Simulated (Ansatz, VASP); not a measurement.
# CaNb2O5 in VASP and in Ansatz

File INCAR:

```
PREC = Accurate ; ENCUT = 600
EDIFF = 1E-6 ; ISMEAR = 0
SIGMA = 0.1 ; LREAL = False
LASPH = True ; NELM = 60
ALGO = Normal ; ISIF = 3
LWAVE = False ; LCHARG = False
GGA = PE ; IBRION = 2
NSW = 90 ; EDIFFG = -0.04
```

Contents of KPOINTS:

```
Automatic mesh
0
Gamma
  3 3 4
```

POSCAR

```
CaNb2O5
1.0
    7.3583562900      0.0000000000      0.0000000000
   -3.6791781400      6.3725234700      0.0000000000
    0.0000000000      0.0000000000      4.4281500200
Ca Nb O
1 2 5
Direct
    0.0000000000      0.0000000000      0.0000000000
    0.3333333300      0.6666666700      0.5000000000
    0.6666666700      0.3333333300      0.5000000000
    0.3333333300      0.6666666700      0.9209602200
    0.0000000000      0.5000000000      0.4947068800
    0.5000000000      0.5000000000      0.4947068800
    0.5000000000      0.0000000000      0.4947068800
    0.6666666700      0.3333333300      0.9209602200
```

Input for Ansatz:

```yaml
crystal:
  lattice:
    - [7.35835629, 0.0, 0.0]
    - [-3.67917814, 6.37252347, 0.0]
    - [0.0, 0.0, 4.42815002]
  atoms:
    - { symbol: Ca, position: [0.0, 0.0, 0.0] }
    - { symbol: Nb, position: [0.33333333, 0.66666667, 0.5] }
    - { symbol: Nb, position: [0.66666667, 0.33333333, 0.5] }
    - { symbol: O, position: [0.33333333, 0.66666667, 0.92096022] }
    - { symbol: O, position: [0.0, 0.5, 0.49470688] }
    - { symbol: O, position: [0.5, 0.5, 0.49470688] }
    - { symbol: O, position: [0.5, 0.0, 0.49470688] }
    - { symbol: O, position: [0.66666667, 0.33333333, 0.92096022] }
basis:
  ecutwfc: 420
kpoints:
  mp_grid: { grid: [3, 3, 4] }
hamiltonian:
  xc: pbe
scf:
  occupations: { method: gaussian, width: 0.1 }
  lower_state_search: "off"
output:
  forces: true
  stress: true
  eigenvalues: true
relax:
  adjacent_minimum: "off"
  f_tol: 0.04
  max_steps: 70
  cell: { stress_tol: 0.4 }
```

Alike in both runs: task relaxation of cell and atoms; functional PBE; k mesh 3 × 3 × 4; occupations gaussian, width 0.1 eV; no spin polarisation.

```csv
,VASP,Ansatz
version,VASP 6.6.1,Ansatz 0.2.0
potentials or method,"VASP PAW PBE potentials, release 64 (Ca_sv, Nb_sv, O), cutoff 600 eV","scalar-relativistic, plane waves, PAW"
valence electrons in the cell,66,66
```

|  | VASP | Ansatz | Ansatz less VASP |
| --- | --- | --- | --- |
| gap on the k mesh at the Fermi level, each at its own relaxed structure (eV) | none | none | - |
| relaxed volume (Å³/atom) | 18.76 | 18.83 | +0.078 |
| relaxed cell length with the largest relative difference (Å) | 6.636 | 6.649 | +0.0132 |

A gap of «none» marks a metal or a gap that the smearing closes.

Noted on VASP's run: the volume moved by over 15 % at a fixed basis, so the end points are rough.
